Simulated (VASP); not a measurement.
Write the native input for VASP 6.6.1 that does the following.

| Property | Result |
| --- | --- |
| Task | single point |
| Functional | PBE |
| Potentials or basis | VASP PAW PBE potentials, release 64 (In_d, As) |
| Cutoff | 520 eV |
| k mesh | 13 × 13 × 13 |
| Occupations | fermi-dirac, width 0.05 eV |
| Spin | no spin polarisation |
| Dipole correction | no |
| Further INCAR settings | ALGO = Normal; EDIFF = 1e-06; NBANDS = 16 |

The structure of InAs lies in POSCAR:

```
InAs
1.0
    0.0000000000      3.0290000000      3.1198700000
    3.0290000000      0.0000000000      3.1198700000
    3.0290000000      3.0290000000      0.0000000000
In As
1 1
Direct
    0.0000000000      0.0000000000      0.0000000000
    0.2500000000      0.2500000000      0.2500000000
```

This cell differs from its parent crystal: z stretched by +3 %, then relaxed in part.

These files were run (other wordings do the same):

INCAR

```
ALGO = Normal
EDIFF = 1E-6
ENCUT = 520
GGA = PE
ISIF = 2
ISMEAR = -1
LASPH = T
LCHARG = F
LREAL = F
LWAVE = F
NBANDS = 16
NELM = 100
PREC = Accurate
SIGMA = 0.05
```

KPOINTS

```
k-points
0
Gamma
  13 13 13
```

Potentials or basis: VASP PAW PBE potentials, release 64 (In_d, As).

Command:

```console
$ cat potpaw_PBE.64/In_d/POTCAR potpaw_PBE.64/As/POTCAR > POTCAR
$ mpirun -np 1 vasp_std > vasp.out
```

It gave:

```json
{"Pressure": "1.8 GPa", "Band gap on the k mesh": "zero (filled and empty bands touch)"}
```

Caveat: the cell differs from its parent crystal (z stretched by +3 %, then relaxed in part); semilocal functionals underestimate gaps, so a narrow gap can read as zero; spin-orbit coupling is left out, which moves the levels of the heavy elements.

Wall time 53 s on 1 thread of Intel(R) Xeon(R) 6975P-C (Granite Rapids), with other jobs on the host, peak memory 0.31 GiB.
